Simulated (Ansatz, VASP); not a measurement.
SrTeO: VASP beside Ansatz

The input INCAR:

```
PREC = Accurate ; ENCUT = 600
EDIFF = 1E-6 ; ISMEAR = 0
SIGMA = 0.02 ; LREAL = F
LASPH = T ; NELM = 100
ALGO = Normal ; ISIF = 3
LWAVE = F ; LCHARG = F
IBRION = 2 ; NSW = 100
EDIFFG = -0.005
```

File KPOINTS:

```
regular mesh
0
Gamma
  8 8 8
```

File POSCAR:

```
SrTeO
1.0
   -2.3150315970      2.3150315970      4.5424342832
    2.3150315970     -2.3150315970      4.5424342832
    2.3150315970      2.3150315970     -4.5424342832
Sr Te O
1 1 1
Direct
   -0.1048290305     -0.1048290305      0.0000000000
    0.4452125996      0.4452125996      0.0000000000
    0.6596164309      0.6596164309      0.0000000000
```

Input for Ansatz:

```yaml
crystal:
  lattice:
    - [-2.315031597, 2.315031597, 4.5424342832]
    - [2.315031597, -2.315031597, 4.5424342832]
    - [2.315031597, 2.315031597, -4.5424342832]
  atoms:
    - { symbol: Sr, position: [-0.1048290305, -0.1048290305, 0.0] }
    - { symbol: Te, position: [0.4452125996, 0.4452125996, 0.0] }
    - { symbol: O, position: [0.6596164309, 0.6596164309, 0.0] }
basis:
  ecutwfc: 420
kpoints:
  mp_grid: { grid: [8, 8, 8] }
hamiltonian:
  xc: lda
scf:
  occupations: { method: gaussian, width: 0.02 }
output:
  forces: true
  stress: true
  eigenvalues: true
relax:
  adjacent_minimum: "off"
  f_tol: 0.005
  max_steps: 80
  cell: { stress_tol: 0.05 }
```

Alike in both runs: task relaxation of cell and atoms; functional LDA; k mesh 8 × 8 × 8; occupations gaussian, width 0.02 eV; no spin polarisation.

|  | VASP | Ansatz |
| --- | --- | --- |
| version | VASP 6.6.1 | Ansatz 0.2.0 |
| potentials or method | VASP PAW LDA potentials, release 64 (Sr_sv, Te, O), cutoff 600 eV | scalar-relativistic, plane waves, PAW |
| valence electrons in the cell | 22 | 32 |

```csv
,VASP,Ansatz,Ansatz less VASP
"gap on the k mesh at the Fermi level, each at its own relaxed structure (eV)",0.90,0.94,+0.040
relaxed volume (Å³/atom),32.54,32.51,-0.026
relaxed cell length with the largest relative difference (Å),5.608,5.610,+0.0025
```

LDA's correlation is that of Perdew and Zunger in VASP and of Perdew and Wang (1992) in Ansatz. VASP's potentials hold 22 valence electrons a cell and Ansatz's 32, so a difference there can come from the potentials and not from the codes.

Neither program's run includes spin-orbit coupling.
